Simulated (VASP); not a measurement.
## H19C2NO8: single point with PBE

The system is H19C2NO8.

```
CELL_PARAMETERS angstrom
7.51906 0.00000 0.00000
0.00000 7.51906 0.00000
0.00000 0.00000 7.51906
ATOMIC_POSITIONS crystal
O 0.18647 0.81775 0.79658
O 0.04679 0.27784 0.75910
O 0.07243 0.56990 0.54460
O 0.43452 0.99612 0.57628
O 0.78938 0.02770 0.96395
O 0.54645 0.75823 0.32100
O 0.31632 0.31044 0.37207
O 0.89014 0.82864 0.24216
H 0.22950 0.77423 0.91339
H 0.27849 0.89084 0.73714
H 0.14324 0.30792 0.83725
H 0.04756 0.37575 0.67430
H 0.11970 0.65924 0.63303
H 0.99431 0.62175 0.45288
H 0.40085 0.10179 0.50943
H 0.48027 0.91329 0.48549
H 0.88464 0.05708 0.87996
H 0.71768 0.93781 0.89837
H 0.67403 0.77895 0.30506
H 0.50255 0.71172 0.20324
H 0.24050 0.41049 0.41955
H 0.39638 0.36298 0.28650
H 0.96746 0.91183 0.30844
H 0.87330 0.90950 0.13705
H 0.57475 0.39417 0.61661
H 0.76541 0.51018 0.70974
H 0.70969 0.30255 0.81155
C 0.65001 0.42423 0.74053
C 0.54327 0.52638 0.87197
N 0.44757 0.59176 0.97440
```

- Program: VASP 6.6.1
- Task: single point
- Functional: PBE
- Potentials or basis: VASP PAW PBE potentials, release 64 (O_h, H_h, C_h, N_h)
- Cutoff: 1000 eV
- k mesh: 1 × 1 × 1
- Occupations: fermi-dirac, width 0.05 eV
- Spin: no spin polarisation
- Dipole correction: no
- Further INCAR settings: LREAL = Auto; ALGO = Normal; EDIFF = 1e-06; NBANDS = 61

The pressure is -1.2 GPa. The largest force is 1.655 eV/Å.

Forces in eV/Å, atoms in the order of the input:
```
O   -0.369 -0.325  0.432
O   -0.247 -0.585  0.242
O    0.019 -0.090 -0.251
O    0.136 -0.186  0.385
O   -0.376 -0.724 -0.744
O   -0.776 -0.636 -0.797
O   -0.700  0.522  0.616
O    1.105  1.204  0.259
H    0.076  0.346 -1.036
H    0.184 -0.035  0.074
H    0.360 -0.058  0.381
H   -0.148  0.334 -0.413
H   -0.400  0.179 -0.483
H    0.547  0.149  0.651
H   -0.234  0.284 -0.091
H   -0.197 -0.131 -0.157
H    0.097  0.163  0.011
H    0.430  0.766  0.475
H    0.313  0.101 -0.219
H    0.381  0.472  1.113
H    0.677 -0.711 -0.380
H    0.037  0.261 -0.126
H   -0.322 -0.723  0.201
H   -0.531 -0.546 -0.257
H    0.132  0.011  0.608
H   -0.158 -0.235 -0.216
H   -0.823  0.985 -0.810
C    0.474  0.244  1.296
C    0.052 -1.240 -0.978
N    0.263  0.204  0.211
```

Stress tensor (GPa, compression positive):
```
-0.40 -0.03 -0.42
-0.03 -1.37 -0.69
-0.42 -0.69 -1.89
```

Levels at points of the mesh, in eV from the Fermi level:
```csv
k point,band 37,band 38,band 39,band 40,band 41,band 42,band 43,band 44
"(0.00, 0.00, 0.00)",-1.65,-1.43,-1.35,-1.21,3.33,4.38,4.54,5.64
```

Run time: 87 s on 1 thread of Intel(R) Xeon(R) 6975P-C (Granite Rapids), on a shared host, peak memory 0.99 GiB.

Caveat: the k points lie up to 0.84 Å⁻¹ apart, too coarse for converged energies, forces and pressures.
